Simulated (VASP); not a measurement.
# Ta (Im-3m) in VASP: a series of runs

Runs on Ta. Level: PBE. Tasks: single point.

Everything below comes from runs of VASP 6.6.1. Logs are shortened: lines on timing, memory, paths and dates and some standing lists are left out, and cuts for length are marked.

### Step 1. The cell of the first run

Symmetry: Im-3m, No. 229, cubic system. Conventional cell: a = 3.388 Å, b = 3.388 Å, c = 3.388 Å, α = 90.00°, β = 90.00°, γ = 90.00°. Within 3.9 Å of Ta (site symmetry m-3m) lie 14 Ta at 2.93 to 3.39 Å.

### Step 2. Single point, PBE

Contents of INCAR:

```
SYSTEM = Ta
  PREC = Accurate
  ENCUT = 520
  EDIFF = 1E-6
  ISMEAR = -1
  SIGMA = 0.15
  LREAL = .False.
  LASPH = .True.
  NELM = 80
  ALGO = Normal
  ISIF = 2
  LWAVE = .False.
  LCHARG = .True.
  GGA = PE
  LELF = .True.
  LVHAR = .True.
  NBANDS = 12
```

Contents of KPOINTS:

```
regular mesh
0
Gamma
  10 10 10
  0 0 0
```

Contents of POSCAR:

```
Ta
1.0
   -1.6941894487      1.6941894487      1.6941894487
    1.6941894487     -1.6941894487      1.6941894487
    1.6941894487      1.6941894487     -1.6941894487
Ta
1
Direct
    0.0000000000      0.0000000000      0.0000000000
```

Potentials or basis: VASP PAW PBE potentials, release 64 (Ta_pv).

Run with:

```bash
$ cat potpaw_PBE.64/Ta_pv/POTCAR > POTCAR
$ mpirun -np 1 vasp_std > vasp.out
```

OUTCAR:

```text
SYSTEM = Ta
   PREC = Accurate
   ENCUT = 520
   EDIFF = 1E-6
   ISMEAR = -1
   LREAL = .False.
   LASPH = .True.
   NELM = 80
   ISIF = 2
   GGA = PE

 ion  position               nearest neighbor table
   1  0.000  0.000  0.000-

  LATTYP: Found a body centered cubic cell.
 ALAT       =     3.3883788974

  Lattice vectors:

 A1 = (  -1.6941894487,   1.6941894487,   1.6941894487)
 A2 = (   1.6941894487,  -1.6941894487,   1.6941894487)
 A3 = (   1.6941894487,   1.6941894487,  -1.6941894487)

Analysis of symmetry for initial positions (statically):
=====================================================================
 Subroutine PRICEL returns:
 Original cell was already a primitive cell.

 Routine SETGRP: Setting up the symmetry group for a
 body centered cubic supercell.

 Subroutine GETGRP returns: Found 48 space group operations
 (whereof 48 operations were pure point group operations)
 out of a pool of 48 trial point group operations.

The static configuration has the point symmetry O_h .

Analysis of symmetry for dynamics (positions and initial velocities):
=====================================================================
 Subroutine PRICEL returns:
 Original cell was already a primitive cell.

 Routine SETGRP: Setting up the symmetry group for a
 body centered cubic supercell.

 Subroutine GETGRP returns: Found 48 space group operations
 (whereof 48 operations were pure point group operations)
 out of a pool of 48 trial point group operations.

The dynamic configuration has the point symmetry O_h .

 Subroutine INISYM returns: Found 48 space group operations
 (whereof 48 operations are pure point group operations),
 and found     1 'primitive' translations

----------------------------------------------------------------------------------------

                                     Primitive cell

  volume of cell :      19.4512

  direct lattice vectors                    reciprocal lattice vectors
    -1.694189449  1.694189449  1.694189449     0.000000000  0.295126381  0.295126381
     1.694189449 -1.694189449  1.694189449     0.295126381  0.000000000  0.295126381
     1.694189449  1.694189449 -1.694189449     0.295126381  0.295126381  0.000000000

  length of vectors
     2.934422203  2.934422203  2.934422203     0.417371730  0.417371730  0.417371730

  position of ions in fractional coordinates (direct lattice)
     0.000000000  0.000000000  0.000000000

  ion indices of the primitive-cell ions
   primitive index   ion index
                 1           1

----------------------------------------------------------------------------------------

 KPOINTS: regular mesh

Automatic generation of k-mesh.
 Grid dimensions read from file:
 generate k-points for:   10   10   10

 Generating k-lattice:

  Cartesian coordinates                     Fractional coordinates (reciprocal lattice)
     0.000000000  0.029512638  0.029512638     0.100000000  0.000000000  0.000000000
     0.029512638  0.000000000  0.029512638     0.000000000  0.100000000  0.000000000
     0.029512638  0.029512638  0.000000000     0.000000000  0.000000000  0.100000000

  Length of vectors
     0.041737173  0.041737173  0.041737173

  Shift w.r.t. Gamma in fractional coordinates (k-lattice)
     0.000000000  0.000000000  0.000000000

 Subroutine IBZKPT returns following result:
 ===========================================

 Found     47 irreducible k-points:

 Following reciprocal coordinates:
            Coordinates               Weight
  0.000000  0.000000  0.000000      1.000000
  0.100000  0.000000  0.000000     12.000000
  0.200000  0.000000  0.000000     12.000000
  0.300000  0.000000  0.000000     12.000000
  0.400000  0.000000  0.000000     12.000000
  0.500000  0.000000  0.000000      6.000000
[... 16 lines left out ...]
  0.300000  0.300000  0.100000      8.000000
 -0.300000  0.300000  0.100000     24.000000
 [... further k-points ...]
   k-points           NKPTS =     47   k-points in BZ     NKDIM =     47   number of bands    NBANDS=     12
   number of dos      NEDOS =    301   number of ions     NIONS =      1
   total plane-waves  NPLWV =  13824
   dimension x,y,z NGX =    24 NGY =   24 NGZ =   24
   dimension x,y,z NGXF=    48 NGYF=   48 NGZF=   48
   ions per type =               1
   NGX,Y,Z   is equivalent  to a cutoff of  13.60, 13.60, 13.60 a.u.
   NGXF,Y,Z  is equivalent  to a cutoff of  27.19, 27.19, 27.19 a.u.
 SYSTEM =  Ta
   PREC   = accura    normal or accurate (medium, high low for compatibility)
   ISTART =      0    job   : 0-new  1-cont  2-samecut
   ICHARG =      2    charge: 1-file 2-atom 10-const
   ISPIN  =      1    spin polarized calculation?
   LNONCOLLINEAR =      F non collinear calculations
   LSORBIT =      F    spin-orbit coupling
   LASPH  =      T    aspherical Exc in radial PAW
   ENCUT  =  520.0 eV  38.22 Ry    6.18 a.u.   5.46  5.46  5.46*2*pi/ulx,y,z
   NELM   =     80;   NELMIN=  2; NELMDL= -5     # of ELM steps
   EDIFF  = 0.1E-05   stopping-criterion for ELM
   LREAL  =      F    real-space projection
   EDIFFG = 0.1E-04   stopping-criterion for IOM
   NSW    =      0    number of steps for IOM
   IBRION =     -1    ionic relax: 0-MD 1-quasi-New 2-CG
   NFREE  =      0    steps in history (QN), initial steepest desc. (CG)
   ISIF   =      2    stress and relaxation
   ISYM   =      2    0-nonsym 1-usesym 2-fastsym
   POTIM  = 0.5000    time-step for ionic-motion
   TEBEG  =    0.0;   TEEND  =   0.0 temperature during run
   PSTRESS=    0.0 pullay stress
   NELECT =      11.0000    total number of electrons
   NUPDOWN=      -1.0000    fix difference up-down
   EMIN   =  10.00;   EMAX   =-10.00  energy-range for DOS
   EFERMI =   0.00;   METHOD = LEGACY
   ISMEAR =    -1;   SIGMA  =   0.15  broadening in eV -4-tet -1-fermi 0-gaus
   EFERMI_NEDOS =   21; number of points for ismear=-14 and -15
   IALGO  =     38    algorithm
   IMIX   =      4    mixing-type and parameters
     AMIX     =   0.40;   BMIX     =  1.00
     AMIX_MAG =   1.60;   BMIX_MAG =  1.00
  volume/ion in A,a.u.               =      19.45       131.26
  Fermi-wavevector in a.u.,A,eV,Ry     =   1.353808  2.558326 24.936706  1.832796
  Thomas-Fermi vector in A             =   2.481032
   LORBIT       =      0    0 simple, 1 ext, 2 COOP (PROOUT), +10 PAW based schemes
   GGA     = PE    functional components
   LHFCALC =     F    Hartree Fock is set to
   AEXX    =    0.0000 exact exchange contribution
   IVDW    =     0    specifies the selected vdW correction
   LEPSILON=     F    determine dielectric tensor
   LRPA    =     F    only Hartree local field effects (RPA)
 non-spin polarized calculation
  energy-cutoff  :      520.00
  volume of cell :       19.45
 maximum number of plane-waves:       543
 NGX is ok and might be reduce to    24
   NGX = 11   NGY = 11   NGZ = 11

 number of electron      10.9999999 magnetization

 Free energy of the ion-electron system (eV)
  ---------------------------------------------------
  ext. energy  EPLUGINS =         0.00000000
  ---------------------------------------------------
  free energy    TOTEN  =       -11.82441053 eV

  energy without entropy =      -11.72607919  energy(sigma->0) =      -11.77524486

 E-fermi :   4.9208     XC(G=0): -12.2308

 val. band max:        4.8221292348   @ k =   0.4000   0.2000   0.0000
 cond. band min:       5.0292735093   @ k =   0.1000   0.1000   0.0000
 fundamental gap:      0.2071442745
 Fermi energy:         4.9208498578

 k-point     1 :       0.0000    0.0000    0.0000
  band No.  band energies     occupation
      1     -28.4981      2.00000
      2     -28.4981      2.00000
      3     -28.4981      2.00000
      4      -2.7342      2.00000
      5       5.6041      0.02081
      6       5.6041      0.02081
      7       5.6041      0.02081
      8       8.6115      0.00000
      9       8.6115      0.00000
     10      19.3055      0.00000
     11      19.5306      0.00000
     12      19.5306      0.00000

 k-point     2 :       0.1000    0.0000    0.0000
  band No.  band energies     occupation
      1     -28.5906      2.00000
      2     -28.5273      2.00000
      3     -28.4984      2.00000
      4      -2.3327      2.00000
      5       5.3545      0.10522
      6       5.5137      0.03770
      7       5.9978      0.00152
      8       8.2621      0.00000
      9       8.6181      0.00000
     10      19.3052      0.00000
     11      19.8516      0.00000
     12      20.2377      0.00000

 k-point     3 :       0.2000    0.0000    0.0000
  band No.  band energies     occupation
      1     -28.8264      2.00000
      2     -28.6030      2.00000
      3     -28.4993      2.00000
      4      -1.2555      2.00000
      5       4.7697      1.46523
      6       5.0900      0.48911
      7       7.1390      0.00000
      8       7.9809      0.00000
      9       8.6916      0.00000
     10      19.3033      0.00000
     11      20.0196      0.00000
     12      21.3737      0.00000
[... 286 lines left out ...]
 k-point    23 :       0.3000    0.3000    0.1000
  band No.  band energies     occupation
      1     -29.0753      2.00000
      2     -29.0753      2.00000
      3     -28.6924      2.00000
      4       2.8062      2.00000
      5       3.9703      1.99647
      6       3.9703      1.99647
      7       9.3334      0.00000
      8       9.3334      0.00000
      9      12.0237      0.00000
     10      16.0094      0.00000
     11      16.0094      0.00000
     12      19.1308      0.00000

 k-point    24 :      -0.3000    0.3000    0.1000
  band No.  band energies     occupation
      1     -29.0935      2.00000
      2     -28.7273      2.00000
      3     -28.5694      2.00000
      4       0.3848      2.00000
      5       4.5192      1.87142
      6       4.5662      1.82813
      7       7.2928      0.00000
      8       8.7553      0.00000
      9       9.4292      0.00000
     10      18.1593      0.00000
     11      19.3097      0.00000
     12      20.5185      0.00000

 [... further k-points ...]

------------------------ aborting loop because EDIFF is reached ----------------------------------------

  FORCE on cell =-STRESS in cart. coord.  units (eV):
  Direction    XX          YY          ZZ          XY          YZ          ZX
  --------------------------------------------------------------------------------------
  -------------------------------------------------------------------------------------
  Total       -1.2197315     -1.2197315     -1.2197315      0.0000000      0.0000000     -0.0000000
  in kB     -100.4682689   -100.4682689   -100.4682689      0.0000000      0.0000000     -0.0000000
  external PRESSURE =    -100.4682689 kB  Pullay stress =       0.0000000 kB

 VOLUME and BASIS-vectors are now :
 -----------------------------------------------------------------------------
  energy-cutoff  :      520.00
  volume of cell :       19.45
      direct lattice vectors                 reciprocal lattice vectors
    -1.694189449  1.694189449  1.694189449     0.000000000  0.295126381  0.295126381
     1.694189449 -1.694189449  1.694189449     0.295126381  0.000000000  0.295126381
     1.694189449  1.694189449 -1.694189449     0.295126381  0.295126381  0.000000000

 POSITION                                       TOTAL-FORCE (eV/Angst)
 -----------------------------------------------------------------------------------
      0.00000      0.00000      0.00000        -0.000000      0.000000      0.000000
 -----------------------------------------------------------------------------------
    total drift:                                0.000000      0.000000      0.000000

  FREE ENERGIE OF THE ION-ELECTRON SYSTEM (eV)
  ---------------------------------------------------
  free  energy   TOTEN  =       -11.8244105339 eV

  energy  without entropy=      -11.7260791896  energy(sigma->0) =      -11.77524486
```

Wall time 5.6 s (1 thread of Intel Xeon 6975P-C, shared host); peak memory 0.14 GiB.

Results:

```
Free energy : -11.8244 eV
Pressure    : -10.0 GPa
```

Levels at points of the mesh, in eV from the Fermi level:
```csv
k point,band 3,band 4,band 5,band 6,band 7,band 8
"(0.00, 0.00, 0.00)",-33.42,-7.66,0.68,0.68,0.68,3.69
"(0.50, 0.00, 0.00)",-33.42,-4.09,-1.38,1.23,3.53,4.47
"(0.50, 0.50, 0.50)",-34.06,-3.41,-3.41,6.18,6.18,6.18
```

Caveat: spin-orbit coupling is left out, which moves the levels of the heavy elements.

### Step 3. Single point, PBE

This run uses another cell than the first one, of 20.17 Å³/atom, 1.037 times its volume.

Contents of INCAR:

```
SYSTEM = Ta
ALGO = Normal ; EDIFF = 1E-6
ENCUT = 520 ; GGA = PE
ISIF = 2 ; ISMEAR = -1
LASPH = .True. ; LCHARG = .False.
LREAL = .False. ; LWAVE = .False.
NBANDS = 12 ; NELM = 80
PREC = Accurate ; SIGMA = 0.15
```

Contents of KPOINTS:

```
k-points
0
Gamma
  10 10 10
  0 0 0
```

Contents of POSCAR:

```
Ta
1.0
   -1.7148523321      1.7148523321      1.7148523321
    1.7148523321     -1.7148523321      1.7148523321
    1.7148523321      1.7148523321     -1.7148523321
Ta
1
Direct
    0.0000000000      0.0000000000      0.0000000000
```

Potentials or basis: VASP PAW PBE potentials, release 64 (Ta_pv).

Run with:

```bash
$ cat potpaw_PBE.64/Ta_pv/POTCAR > POTCAR
$ mpirun -np 1 vasp_std > vasp.out
```

Run time: 5.8 s. Hardware: 1 thread of Intel Xeon 6975P-C, shared host; peak memory 0.14 GiB.

It converged, with:

| Quantity | Value |
| --- | --- |
| Free energy | -11.7671 eV |
| Pressure | -15.4 GPa |

Levels at points of the mesh, in eV from the Fermi level:
| k point | band 3 | band 4 | band 5 | band 6 | band 7 | band 8 |
| --- | --- | --- | --- | --- | --- | --- |
| (0.00, 0.00, 0.00) | -33.57 | -7.52 | 0.67 | 0.67 | 0.67 | 3.55 |
| (0.50, 0.00, 0.00) | -33.57 | -3.95 | -1.29 | 1.10 | 3.38 | 4.27 |
| (0.50, 0.50, 0.50) | -34.13 | -3.23 | -3.23 | 5.90 | 5.90 | 5.90 |

Caveat: spin-orbit coupling is left out, which moves the levels of the heavy elements.
